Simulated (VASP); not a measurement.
Co: single point with BLYP

Co:

```
Co
1.0
     0.00000    2.39710    2.39710
     2.39710    0.00000    2.39710
     2.39710    2.39710    0.00000
Co
2
Cartesian
  0.5993 0.5993 0.5993
  4.1949 4.1949 4.1949
```

This cell differs from its parent crystal: volume scaled by 0.88.

```json
{
  "Program": "VASP 6.6.1",
  "Task": "single point",
  "Functional": "BLYP",
  "Potentials or basis": "VASP PAW PBE potentials, release 64 (Co)",
  "Cutoff": "520 eV",
  "k mesh": "12 × 12 × 12",
  "Occupations": "fermi-dirac, width 0.1 eV",
  "Spin": "no spin polarisation"
}
```

```json
{
  "Pressure": "18.3 GPa",
  "Band gap on the k mesh": "zero (band 9 reaches 8.26 eV, above the bottom of band 10 at 7.43 eV)"
}
```

Levels at points of the mesh, in eV from the Fermi level:
| k point | band 5 | band 6 | band 7 | band 8 | band 9 | band 10 | band 11 | band 12 | band 13 | band 14 |
| --- | --- | --- | --- | --- | --- | --- | --- | --- | --- | --- |
| (0.00, 0.00, 0.00) | -3.13 | -3.13 | -1.17 | -1.17 | -1.17 | 0.32 | 0.32 | 14.17 | 14.17 | 14.17 |
| (0.50, 0.00, 0.00) | -3.15 | -3.15 | -1.48 | -0.65 | -0.65 | 0.10 | 0.10 | 1.64 | 10.36 | 10.36 |
| (0.50, 0.50, 0.00) | -2.08 | -2.08 | -1.49 | -1.49 | 0.28 | 0.28 | 2.07 | 2.07 | 5.19 | 5.19 |

Run time: 25 s on 1 thread of Intel Xeon 6975P-C (shared host), peak memory 0.17 GiB.

Caveat: the PAW data sets were made with another functional, which shifts forces and pressure a little; the run has no spin polarisation, though such a crystal can be magnetic. Spin polarisation is off, so any magnetic state and its effect on volume and gap are missing.
